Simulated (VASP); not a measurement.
# SnO (Pmm2) in VASP: single point with PBE

Aim: the single point of SnO with PBE.

Everything below comes from runs of VASP 6.6.1. Logs are shortened: lines on timing, memory, paths and dates and some standing lists are left out, and cuts for length are marked.

## Step 1: The cell of the first run

The structure is orthorhombic, space group Pmm2 (No. 25). Conventional cell: a = 3.802 Å, b = 3.802 Å, c = 4.836 Å, α = 90.00°, β = 90.00°, γ = 90.00°. Within 2.9 Å of Sn (site symmetry mm2) lie 4 O at 2.22 to 2.59 Å. Sn (site symmetry mm2) has 4 O at 1.98 to 2.22 Å within 2.6 Å. Within 2.6 Å of O (site symmetry mm2) lie 4 Sn at 1.98 to 2.59 Å. Within 2.9 Å of O (site symmetry mm2) lie 4 Sn at 2.22 Å and 4 O at 2.75 Å.

## Step 2: Single point, PBE (atom 3 (O) moved by (+0.000, -0.600) A along x and z)

Input file INCAR:

```
ALGO = Normal
EDIFF = 1E-6
ENCUT = 520
GGA = PE
ISIF = 2
ISMEAR = 0
LASPH = True
LCHARG = False
LREAL = False
LWAVE = False
NBANDS = 28
NELM = 60
PREC = Accurate
SIGMA = 0.15
```

Input file KPOINTS:

```
k-points
0
Gamma
  12 12 10
```

Input file POSCAR:

```
SnO
1.0
    3.8020000000      0.0000000000      0.0000000000
    0.0000000000      3.8020000000      0.0000000000
    0.0000000000      0.0000000000      4.8360000000
Sn O
2 2
Direct
    0.0000000000      0.5000000000      0.2385000000
    0.5000000000      0.0000000000      0.7615000000
    0.0000000000      0.0000000000     -0.1240694789
    0.5000000000      0.5000000000      0.0000000000
```

Potentials or basis: VASP PAW PBE potentials, release 64 (Sn_d, O).

The run is started by

```console
$ cat potpaw_PBE.64/Sn_d/POTCAR potpaw_PBE.64/O/POTCAR > POTCAR
$ mpirun -np 1 vasp_std > vasp.out
```

OUTCAR:

```text
EDIFF = 1E-6
   ENCUT = 520
   GGA = PE
   ISIF = 2
   ISMEAR = 0
   LASPH = True
   LREAL = False
   NELM = 60
   PREC = Accurate

 ion  position               nearest neighbor table
   1  0.000  0.500  0.239-   4 2.22   4 2.22   3 2.59   3 2.59   2 3.54   2 3.54   2 3.54   2 3.54
                             2 3.69   2 3.69   2 3.69   2 3.69
   2  0.500  0.000  0.761-   3 1.98   3 1.98   4 2.22   4 2.22   1 3.54   1 3.54   1 3.54   1 3.54
                             1 3.69   1 3.69   1 3.69   1 3.69
   3  0.000  0.000  0.876-   2 1.98   2 1.98   1 2.59   1 2.59
   4  0.500  0.500  0.000-   1 2.22   2 2.22   2 2.22   1 2.22

  LATTYP: Found a simple tetragonal cell.
 ALAT       =     3.8020000000
 C/A-ratio  =     1.2719621252

  Lattice vectors:

 A1 = (   3.8020000000,   0.0000000000,   0.0000000000)
 A2 = (   0.0000000000,   3.8020000000,   0.0000000000)
 A3 = (   0.0000000000,   0.0000000000,   4.8360000000)

Analysis of symmetry for initial positions (statically):
=====================================================================
 Subroutine PRICEL returns:
 Original cell was already a primitive cell.

 Routine SETGRP: Setting up the symmetry group for a
 simple tetragonal supercell.

 Subroutine GETGRP returns: Found  4 space group operations
 (whereof  4 operations were pure point group operations)
 out of a pool of 16 trial point group operations.

The static configuration has the point symmetry C_2v.

Analysis of symmetry for dynamics (positions and initial velocities):
=====================================================================
 Subroutine PRICEL returns:
 Original cell was already a primitive cell.

 Routine SETGRP: Setting up the symmetry group for a
 simple tetragonal supercell.

 Subroutine GETGRP returns: Found  4 space group operations
 (whereof  4 operations were pure point group operations)
 out of a pool of 16 trial point group operations.

The dynamic configuration has the point symmetry C_2v.

 Subroutine INISYM returns: Found  4 space group operations
 (whereof  4 operations are pure point group operations),
 and found     1 'primitive' translations

----------------------------------------------------------------------------------------

                                     Primitive cell

  volume of cell :      69.9054

  direct lattice vectors                    reciprocal lattice vectors
     3.802000000  0.000000000  0.000000000     0.263019463  0.000000000  0.000000000
     0.000000000  3.802000000  0.000000000     0.000000000  0.263019463  0.000000000
     0.000000000  0.000000000  4.836000000     0.000000000  0.000000000  0.206782465

  length of vectors
     3.802000000  3.802000000  4.836000000     0.263019463  0.263019463  0.206782465

  position of ions in fractional coordinates (direct lattice)
     0.000000000  0.500000000  0.238500000
     0.500000000  0.000000000  0.761500000
     0.000000000  0.000000000  0.875930521
     0.500000000  0.500000000  0.000000000

  ion indices of the primitive-cell ions
   primitive index   ion index
                 1           1
                 2           2
                 3           3
                 4           4

----------------------------------------------------------------------------------------

 KPOINTS: k-points

Automatic generation of k-mesh.
 Grid dimensions read from file:
 generate k-points for:   12   12   10

 Generating k-lattice:

  Cartesian coordinates                     Fractional coordinates (reciprocal lattice)
     0.021918289  0.000000000  0.000000000     0.083333333  0.000000000  0.000000000
     0.000000000  0.021918289  0.000000000     0.000000000  0.083333333  0.000000000
     0.000000000  0.000000000  0.020678246     0.000000000  0.000000000  0.100000000

  Length of vectors
     0.021918289  0.021918289  0.020678246

  Shift w.r.t. Gamma in fractional coordinates (k-lattice)
     0.000000000  0.000000000  0.000000000

 Subroutine IBZKPT returns following result:
 ===========================================

 Found    294 irreducible k-points:

 Following reciprocal coordinates:
            Coordinates               Weight
  0.000000  0.000000  0.000000      1.000000
  0.083333  0.000000  0.000000      2.000000
  0.000000  0.083333  0.000000      2.000000
  0.166667  0.000000  0.000000      2.000000
  0.000000  0.166667  0.000000      2.000000
  0.250000  0.000000  0.000000      2.000000
[... 16 lines left out ...]
  0.500000  0.083333  0.000000      2.000000
 -0.083333  0.500000  0.000000      2.000000
 [... further k-points ...]
   k-points           NKPTS =    294   k-points in BZ     NKDIM =    294   number of bands    NBANDS=     28
   number of dos      NEDOS =    301   number of ions     NIONS =      4
   total plane-waves  NPLWV =  28224
   dimension x,y,z NGX =    28 NGY =   28 NGZ =   36
   dimension x,y,z NGXF=    56 NGYF=   56 NGZF=   72
   ions per type =               2   2
   NGX,Y,Z   is equivalent  to a cutoff of  12.24, 12.24, 12.38 a.u.
   NGXF,Y,Z  is equivalent  to a cutoff of  24.49, 24.49, 24.75 a.u.
 SYSTEM =  unknown system
   PREC   = accura    normal or accurate (medium, high low for compatibility)
   ISTART =      0    job   : 0-new  1-cont  2-samecut
   ICHARG =      2    charge: 1-file 2-atom 10-const
   ISPIN  =      1    spin polarized calculation?
   LNONCOLLINEAR =      F non collinear calculations
   LSORBIT =      F    spin-orbit coupling
   LASPH  =      T    aspherical Exc in radial PAW
   ENCUT  =  520.0 eV  38.22 Ry    6.18 a.u.   7.07  7.07  8.99*2*pi/ulx,y,z
   NELM   =     60;   NELMIN=  2; NELMDL= -5     # of ELM steps
   EDIFF  = 0.1E-05   stopping-criterion for ELM
   LREAL  =      F    real-space projection
   EDIFFG = 0.1E-04   stopping-criterion for IOM
   NSW    =      0    number of steps for IOM
   IBRION =     -1    ionic relax: 0-MD 1-quasi-New 2-CG
   NFREE  =      0    steps in history (QN), initial steepest desc. (CG)
   ISIF   =      2    stress and relaxation
   ISYM   =      2    0-nonsym 1-usesym 2-fastsym
   POTIM  = 0.5000    time-step for ionic-motion
   TEBEG  =    0.0;   TEEND  =   0.0 temperature during run
   PSTRESS=    0.0 pullay stress
   NELECT =      40.0000    total number of electrons
   NUPDOWN=      -1.0000    fix difference up-down
   EMIN   =  10.00;   EMAX   =-10.00  energy-range for DOS
   EFERMI =   0.00;   METHOD = LEGACY
   ISMEAR =     0;   SIGMA  =   0.15  broadening in eV -4-tet -1-fermi 0-gaus
   EFERMI_NEDOS =   21; number of points for ismear=-14 and -15
   IALGO  =     38    algorithm
   IMIX   =      4    mixing-type and parameters
     AMIX     =   0.40;   BMIX     =  1.00
     AMIX_MAG =   1.60;   BMIX_MAG =  1.00
  volume/ion in A,a.u.               =      17.48       117.94
  Fermi-wavevector in a.u.,A,eV,Ry     =   1.359121  2.568365 25.132801  1.847209
  Thomas-Fermi vector in A             =   2.485896
   LORBIT       =      0    0 simple, 1 ext, 2 COOP (PROOUT), +10 PAW based schemes
   GGA     = PE    functional components
   LHFCALC =     F    Hartree Fock is set to
   AEXX    =    0.0000 exact exchange contribution
   IVDW    =     0    specifies the selected vdW correction
   LEPSILON=     F    determine dielectric tensor
   LRPA    =     F    only Hartree local field effects (RPA)
 non-spin polarized calculation
 Gauss-broadening in eV      SIGMA  =   0.15
  energy-cutoff  :      520.00
  volume of cell :       69.91
 maximum number of plane-waves:      1904
   NGX = 15   NGY = 15   NGZ = 17

 number of electron      39.9999990 magnetization

 Free energy of the ion-electron system (eV)
  ---------------------------------------------------
  ext. energy  EPLUGINS =         0.00000000
  ---------------------------------------------------
  free energy    TOTEN  =       -21.53274703 eV

  energy without entropy =      -21.52965428  energy(sigma->0) =      -21.53120065

 E-fermi :   7.1714     XC(G=0): -10.2969

 val. band max:        7.1544262056   @ k =  -0.0833   0.1667   0.0000
 cond. band min:       7.2066409734   @ k =   0.5000   0.5000   0.2000
 fundamental gap:      0.0522147679
 Fermi energy:         7.1714045575

 k-point     1 :       0.0000    0.0000    0.0000
  band No.  band energies     occupation
      1     -15.2230      2.00000
      2     -14.7973      2.00000
      3     -14.6317      2.00000
      4     -14.6132      2.00000
      5     -14.5968      2.00000
      6     -14.5953      2.00000
[... 20 lines left out ...]
     27      15.2141      0.00000
     28      15.3444      0.00000

 k-point     2 :       0.0833    0.0000    0.0000
  band No.  band energies     occupation
      1     -15.1931      2.00000
      2     -14.7913      2.00000
      3     -14.6311      2.00000
      4     -14.6143      2.00000
      5     -14.6109      2.00000
      6     -14.5842      2.00000
[... 20 lines left out ...]
     27      14.8806      0.00000
     28      15.9319      0.00000

 k-point     3 :       0.0000    0.0833    0.0000
  band No.  band energies     occupation
      1     -15.2213      2.00000
      2     -14.8003      2.00000
      3     -14.6313      2.00000
      4     -14.6141      2.00000
      5     -14.5961      2.00000
      6     -14.5955      2.00000
[... 20 lines left out ...]
     27      15.2689      0.00000
     28      15.5405      0.00000

 k-point     4 :       0.1667    0.0000    0.0000
  band No.  band energies     occupation
      1     -15.1115      2.00000
      2     -14.7731      2.00000
      3     -14.6313      2.00000
      4     -14.6295      2.00000
      5     -14.6169      2.00000
      6     -14.5711      2.00000
[... 578 lines left out ...]
     27      16.0694      0.00000
     28      16.6702      0.00000

 k-point    23 :       0.5000    0.0833    0.0000
  band No.  band energies     occupation
      1     -14.8650      2.00000
      2     -14.6957      2.00000
      3     -14.6411      2.00000
      4     -14.6308      2.00000
      5     -14.5772      2.00000
      6     -14.4670      2.00000
[... 20 lines left out ...]
     27      15.3207      0.00000
     28      15.7822      0.00000

 k-point    24 :      -0.0833    0.5000    0.0000
  band No.  band energies     occupation
      1     -15.1644      2.00000
      2     -14.8654      2.00000
      3     -14.6266      2.00000
      4     -14.6208      2.00000
      5     -14.6044      2.00000
      6     -14.5812      2.00000
[... 20 lines left out ...]
     27      16.2490      0.00000
     28      16.7636      0.00000

 [... further k-points ...]

------------------------ aborting loop because EDIFF is reached ----------------------------------------

  FORCE on cell =-STRESS in cart. coord.  units (eV):
  Direction    XX          YY          ZZ          XY          YZ          ZX
  --------------------------------------------------------------------------------------
  -------------------------------------------------------------------------------------
  Total        9.8473324     -0.2470186      1.9961673      0.0000000      0.0000000      0.0000000
  in kB      225.6932988     -5.6614762     45.7506216      0.0000000      0.0000000      0.0000000
  external PRESSURE =      88.5941480 kB  Pullay stress =       0.0000000 kB

 VOLUME and BASIS-vectors are now :
 -----------------------------------------------------------------------------
  energy-cutoff  :      520.00
  volume of cell :       69.91
      direct lattice vectors                 reciprocal lattice vectors
     3.802000000  0.000000000  0.000000000     0.263019463  0.000000000  0.000000000
     0.000000000  3.802000000  0.000000000     0.000000000  0.263019463  0.000000000
     0.000000000  0.000000000  4.836000000     0.000000000  0.000000000  0.206782465

 POSITION                                       TOTAL-FORCE (eV/Angst)
 -----------------------------------------------------------------------------------
      0.00000      1.90100      1.15339         0.000000      0.000000      0.084967
      1.90100      0.00000      3.68261         0.000000      0.000000     -3.049680
      0.00000      0.00000      4.23600         0.000000      0.000000      3.212531
      1.90100      1.90100      0.00000         0.000000      0.000000     -0.247818
 -----------------------------------------------------------------------------------
    total drift:                                0.000000      0.000000     -0.000216

  FREE ENERGIE OF THE ION-ELECTRON SYSTEM (eV)
  ---------------------------------------------------
  free  energy   TOTEN  =       -21.5327470286 eV

  energy  without entropy=      -21.5296542751  energy(sigma->0) =      -21.53120065
```

Wall time 8.5 min (1 thread of Intel Xeon 6975P-C (Granite Rapids), shared host); peak memory 0.53 GiB.

Results:

| Item | Value |
| --- | --- |
| Free energy | -21.5327 eV |
| Pressure | 8.9 GPa |
| Largest force | 3.213 eV/Å |
| Band gap on the k mesh | zero (bands 20 and 21 overlap by 0.45 eV) |

Forces in eV/Å, atoms in the order of the input:
```
Sn   0.000  0.000  0.085
Sn   0.000  0.000 -3.050
O    0.000  0.000  3.213
O    0.000  0.000 -0.248
```

Stress tensor (GPa, compression positive):
```
22.57  0.00  0.00
 0.00 -0.57  0.00
 0.00  0.00  4.58
```

Caveat: the cell differs from its parent crystal (atom 3 (O) moved by (+0.000, -0.600) A along x and z); the stress differs along the axes, from -1 to 23 GPa; semilocal functionals underestimate gaps, and a narrow one can read as zero; spin-orbit coupling is left out, which moves the levels of the heavy elements; forces of over 1 eV/Å act on the atoms, so gaps and moduli don't describe the material at rest.

The gap in the log of VASP goes by the Fermi energy; the results here count the filled bands.